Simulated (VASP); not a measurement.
# BaTiO3 (R3m) in VASP: single point with HSE06

Aim: the single point of BaTiO3 with HSE06.

Everything below comes from runs of VASP 6.6.1. Logs are shortened: lines on timing, memory, paths and dates and some standing lists are left out, and cuts for length are marked.

## (1) The cell of the first run

It takes space group R3m (No. 160, trigonal). Conventional cell: a = 5.680 Å, b = 5.680 Å, c = 6.994 Å, α = 90.00°, β = 90.00°, γ = 120.00°. Ba (site symmetry 3m) has 12 O at 2.78 to 2.93 Å and 8 Ti at 3.40 to 3.59 Å within 3.7 Å. Within 2.5 Å of Ti (site symmetry 3m) lie 6 O at 1.87 to 2.16 Å. Within 2.5 Å of O (site symmetry m) lie 2 Ti at 1.87 to 2.16 Å.

## (2) Single point, HSE06

Contents of POSCAR:

```
BaTiO3
1.0
    2.8399483166      1.6396449251      2.3312785423
   -2.8399483166      1.6396449251      2.3312785423
    0.0000000000     -3.2792898502      2.3312785423
Ba Ti O
1 1 3
Direct
    0.0012626313      0.0012626313      0.0012626313
    0.5147192493      0.5147192493      0.5147192493
    0.4882359353      0.9786472489      0.4882359353
    0.4882359353      0.4882359353      0.9786472489
    0.9786472489      0.4882359353      0.4882359353
```

Contents of INCAR.step1:

```
PREC = Accurate
ENCUT = 520
EDIFF = 1E-5
ISMEAR = 0
SIGMA = 0.01
LREAL = F
LASPH = T
NELM = 80
ALGO = Normal
ISIF = 2
LWAVE = T
NBANDS = 28
GGA = PE
```

Contents of INCAR.step2:

```
PREC = Accurate
ENCUT = 520
EDIFF = 1E-6
ISMEAR = 0
SIGMA = 0.01
LREAL = F
LASPH = T
NELM = 80
ALGO = Normal
ISIF = 2
LWAVE = F
LCHARG = T
GGA = PE
LHFCALC = T
HFSCREEN = 0.2079
PRECFOCK = Fast
LELF = T
LVHAR = T
NBANDS = 28
ISTART = 1
```

Contents of KPOINTS:

```
Automatic mesh
0
Gamma
  4 4 4
```

Potentials or basis: VASP PAW PBE potentials, release 64 (Ba_sv, Ti_sv, O).

Run with:

```bash
> cat potpaw_PBE.64/Ba_sv/POTCAR potpaw_PBE.64/Ti_sv/POTCAR potpaw_PBE.64/O/POTCAR > POTCAR
> cp INCAR.step1 INCAR
> mpirun -np 1 vasp_std > vasp.out
> cp INCAR.step2 INCAR
> mpirun -np 1 vasp_std > vasp.out
```

OUTCAR:

```text
PREC = Accurate
   ENCUT = 520
   EDIFF = 1E-6
   ISMEAR = 0
   LREAL = F
   LASPH = T
   NELM = 80
   ISIF = 2
   GGA = PE
   LHFCALC = T
   HFSCREEN = 0.2079
   PRECFOCK = Fast
   ISTART = 1

 ion  position               nearest neighbor table
   1  0.001  0.001  0.001-   3 2.78   5 2.78   4 2.78   4 2.84   4 2.84   3 2.84   5 2.84   3 2.84
                             5 2.84   5 2.93   3 2.93   4 2.93   2 3.40   2 3.45   2 3.45   2 3.45
   2  0.515  0.515  0.515-   3 1.87   5 1.87   4 1.87   3 2.16   5 2.16   4 2.16   1 3.40   1 3.45
                             1 3.45   1 3.45   1 3.51   1 3.51   1 3.51   1 3.59
   3  0.488  0.979  0.488-   2 1.87   2 2.16   1 2.78   1 2.84   1 2.84   1 2.93
   4  0.488  0.488  0.979-   2 1.87   2 2.16   1 2.78   1 2.84   1 2.84   1 2.93
   5  0.979  0.488  0.488-   2 1.87   2 2.16   1 2.78   1 2.84   1 2.84   1 2.93

  LATTYP: Found a trigonal (rhomboedric) cell.
 ALAT       =     4.0235061281
 COS(alpha) =     0.0035820686

  Lattice vectors:

 A1 = (   2.8399483166,   1.6396449251,   2.3312785423)
 A2 = (  -2.8399483166,   1.6396449251,   2.3312785423)
 A3 = (   0.0000000000,  -3.2792898502,   2.3312785423)

Analysis of symmetry for initial positions (statically):
=====================================================================
 Subroutine PRICEL returns:
 Original cell was already a primitive cell.

 Routine SETGRP: Setting up the symmetry group for a
 trigonal (rhombohedral) supercell.

 Subroutine GETGRP returns: Found  6 space group operations
 (whereof  6 operations were pure point group operations)
 out of a pool of 12 trial point group operations.

The static configuration has the point symmetry C_3v.

Analysis of symmetry for dynamics (positions and initial velocities):
=====================================================================
 Subroutine PRICEL returns:
 Original cell was already a primitive cell.

 Routine SETGRP: Setting up the symmetry group for a
 trigonal (rhombohedral) supercell.

 Subroutine GETGRP returns: Found  6 space group operations
 (whereof  6 operations were pure point group operations)
 out of a pool of 12 trial point group operations.

[... 98 lines left out ...]
   IBRION =     -1    ionic relax: 0-MD 1-quasi-New 2-CG
   NFREE  =      0    steps in history (QN), initial steepest desc. (CG)
   ISIF   =      2    stress and relaxation
   ISYM   =      3    0-nonsym 1-usesym 2-fastsym
   POTIM  = 0.5000    time-step for ionic-motion
   TEBEG  =    0.0;   TEEND  =   0.0 temperature during run
   PSTRESS=    0.0 pullay stress
   NELECT =      40.0000    total number of electrons
   NUPDOWN=      -1.0000    fix difference up-down
   EMIN   =  10.00;   EMAX   =-10.00  energy-range for DOS
   EFERMI =   0.00;   METHOD = LEGACY
   ISMEAR =     0;   SIGMA  =   0.01  broadening in eV -4-tet -1-fermi 0-gaus
   EFERMI_NEDOS =   21; number of points for ismear=-14 and -15
   IALGO  =     38    algorithm
   IMIX   =      1    mixing-type and parameters
     AMIX     =   0.40;   BMIX     =  1.00
     AMIX_MAG =   1.60;   BMIX_MAG =  1.00
  volume/ion in A,a.u.               =      13.03        87.91
  Fermi-wavevector in a.u.,A,eV,Ry     =   1.391531  2.629613 26.345764  1.936359
  Thomas-Fermi vector in A             =   2.515361
   LORBIT       =      0    0 simple, 1 ext, 2 COOP (PROOUT), +10 PAW based schemes
   GGA     = PE    functional components
   LHFCALC =     T    Hartree Fock is set to
   PRECFOCK=fast      Normal, Fast or Accurate (Low or Medium for compatibility)
   ENCUT4O =  -1.0   cutoff for four orbital integrals eV
   NKREDX  =     1    reduce k-point grid by
   NKREDY  =     1    reduce k-point grid by
   NKREDZ  =     1    reduce k-point grid by
   AEXX    =    0.2500 exact exchange contribution
   HFSCREEN=    0.2079 screening length (either q_TF or 0.3 A-1)
   HFSCREENC=   0.2079 screening length for correlation (either q_TF or 0.3 A-1)
   ENCUTFOCK=  -1.0 apply spherical cutoff to Coloumb kernel
   IVDW    =     0    specifies the selected vdW correction
   LEPSILON=     F    determine dielectric tensor
   LRPA    =     F    only Hartree local field effects (RPA)
 non-spin polarized calculation
 Gauss-broadening in eV      SIGMA  =   0.01
  energy-cutoff  :      520.00
  volume of cell :       65.13
 maximum number of plane-waves:      1769
 NGX is ok and might be reduce to    30
  NGX = 16; NGY = 16; NGZ = 16

 number of electron      40.0000006 magnetization

 Free energy of the ion-electron system (eV)
  ---------------------------------------------------
  ext. energy  EPLUGINS =         0.00000000
  ---------------------------------------------------
  free energy    TOTEN  =       -48.45588601 eV

  energy without entropy =      -48.45588601  energy(sigma->0) =      -48.45588601

 E-fermi :   2.7677     XC(G=0):  -9.1718

 val. band max:        2.6095036872   @ k =   0.5000   0.5000   0.5000
 cond. band min:       6.5196864468   @ k =   0.0000   0.0000   0.0000
 fundamental gap:      3.9101827596
 Fermi energy:         2.7676595968

 k-point     1 :       0.0000    0.0000    0.0000
  band No.  band energies     occupation
      1     -58.0227      2.00000
      2     -32.6211      2.00000
      3     -32.6211      2.00000
      4     -32.6147      2.00000
      5     -23.5478      2.00000
      6     -15.7948      2.00000
[... 392 lines left out ...]
     27      12.4684      0.00000
     28      12.4684      0.00000

------------------------ aborting loop because EDIFF is reached ----------------------------------------

  FORCE on cell =-STRESS in cart. coord.  units (eV):
  Direction    XX          YY          ZZ          XY          YZ          ZX
  --------------------------------------------------------------------------------------
  -------------------------------------------------------------------------------------
  Total       -0.2219301     -0.2219301     -0.1014082      0.0000000      0.0000000      0.0000000
  in kB       -5.4591019     -5.4591019     -2.4944687      0.0000000      0.0000000      0.0000000
  external PRESSURE =      -4.4708909 kB  Pullay stress =       0.0000000 kB

 VOLUME and BASIS-vectors are now :
 -----------------------------------------------------------------------------
  energy-cutoff  :      520.00
  volume of cell :       65.13
      direct lattice vectors                 reciprocal lattice vectors
     2.839948317  1.639644925  2.331278542     0.176059542  0.101648024  0.142983057
    -2.839948317  1.639644925  2.331278542    -0.176059542  0.101648024  0.142983057
     0.000000000 -3.279289850  2.331278542     0.000000000 -0.203296048  0.142983057

 POSITION                                       TOTAL-FORCE (eV/Angst)
 -----------------------------------------------------------------------------------
      0.00000      0.00000      0.00883         0.000000      0.000000     -0.012783
      0.00000      0.00000      3.59986         0.000000     -0.000000      0.204822
     -1.39274      0.80410      4.55793         0.116022     -0.066985     -0.064013
      0.00000     -1.60820      4.55793         0.000000      0.133970     -0.064013
      1.39274      0.80410      4.55793        -0.116022     -0.066985     -0.064013
 -----------------------------------------------------------------------------------
    total drift:                                0.000008      0.000013      0.015615

  FREE ENERGIE OF THE ION-ELECTRON SYSTEM (eV)
  ---------------------------------------------------
  free  energy   TOTEN  =       -48.4558860076 eV

  energy  without entropy=      -48.4558860076  energy(sigma->0) =      -48.45588601
```

OSZICAR.step1:

```text
N       E                     dE             d eps       ncg     rms          rms(c)
DAV:   1     0.443640423505E+03    0.44364E+03   -0.20991E+04   728   0.154E+03
DAV:   2    -0.412821127962E+01   -0.44777E+03   -0.42848E+03   852   0.428E+02
DAV:   3    -0.483813496783E+02   -0.44253E+02   -0.43899E+02   988   0.134E+02
DAV:   4    -0.505450129281E+02   -0.21637E+01   -0.21590E+01  1112   0.249E+01
DAV:   5    -0.506014457167E+02   -0.56433E-01   -0.56423E-01   972   0.340E+00    0.237E+01
DAV:   6    -0.401981922464E+02    0.10403E+02   -0.56815E+01  1096   0.681E+01    0.102E+01
DAV:   7    -0.401995901574E+02   -0.13979E-02   -0.11532E+01   992   0.249E+01    0.722E+00
DAV:   8    -0.400145914625E+02    0.18500E+00   -0.61257E-01   916   0.734E+00    0.369E+00
DAV:   9    -0.400447268744E+02   -0.30135E-01   -0.35104E-01  1068   0.522E+00    0.152E+00
DAV:  10    -0.400244912721E+02    0.20236E-01   -0.15445E-01   892   0.408E+00    0.547E-01
DAV:  11    -0.400208994545E+02    0.35918E-02   -0.19045E-02   936   0.877E-01    0.156E-01
DAV:  12    -0.400211072409E+02   -0.20779E-03   -0.30692E-03   936   0.520E-01    0.153E-01
DAV:  13    -0.400208168118E+02    0.29043E-03   -0.12468E-03   892   0.369E-01    0.212E-02
DAV:  14    -0.400208175536E+02   -0.74179E-06   -0.43563E-05   860   0.518E-02
   1 F= -.40020818E+02 E0= -.40020818E+02  d E =-.625099E-29
```

Run time: 31 min. Hardware: 1 thread of Oxide Virtual Turin-like, shared host; peak memory 0.26 GiB.

What came out:

- Free energy: -48.4559 eV
- Pressure: -0.4 GPa
- Largest force: 0.205 eV/Å
- Band gap on the k mesh: 3.91 eV (least direct gap 4.36 eV)

Forces on the atoms (eV/Å):
```
Ba   0.000  0.000 -0.013
Ti   0.000  0.000  0.205
O    0.116 -0.067 -0.064
O    0.000  0.134 -0.064
O   -0.116 -0.067 -0.064
```

Stress tensor (GPa, compression positive):
```
-0.55  0.00  0.00
 0.00 -0.55  0.00
 0.00  0.00 -0.25
```

Caveat: the PAW data sets were made with another functional, which shifts forces and pressure a little; spin-orbit coupling is left out, which moves the levels of the heavy elements. A k mesh can miss the band edges.
